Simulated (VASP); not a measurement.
Runs of VASP 6.6.1 on GaN. The structure is that of space group F-43m (No. 216), or close to it. The cells are those of the table. 

```csv
task,level,potentials or basis,cell,k mesh,cutoff (eV),smearing,ions in elastic constants,gap on the mesh (eV),pressure (GPa),relaxed volume (Å³/atom)
single point,PBE,"VASP PAW PBE potentials, release 64 (Ga_d, N)","a = 3.320 Å, angles 60.0°, 2 atoms",10 × 10 × 10,520,gaussian 0.02 eV,-,0.94,-13.1,-
relaxation of cell and atoms,PBE,"VASP PAW PBE potentials, release 64 (Ga_d, N)","relaxed from a = 3.215 Å, angles 60.0°, 2 atoms",10 × 10 × 10,600,gaussian 0.02 eV,-,1.55,0.0,11.76
relaxation of cell and atoms,PBE,"VASP PAW PBE potentials, release 64 (Ga_d, N)","relaxed from a = 3.187 Å, angles 60.0°, 2 atoms",6 × 6 × 6,600,gaussian 0.1 eV,-,1.55,-0.1,11.76
single point,LDA,"VASP PAW LDA potentials, release 64 (Ga_d, N)","a = 3.216 Å, angles 60.0°, 2 atoms",10 × 10 × 10,520,gaussian 0.02 eV,-,(a),-10.1,-
```

Alike in all rows: no spin polarisation.

Fill in the values left out.

(a) 1.57.

A k mesh can miss the band edges, and the runs leave out spin-orbit coupling on Ga.
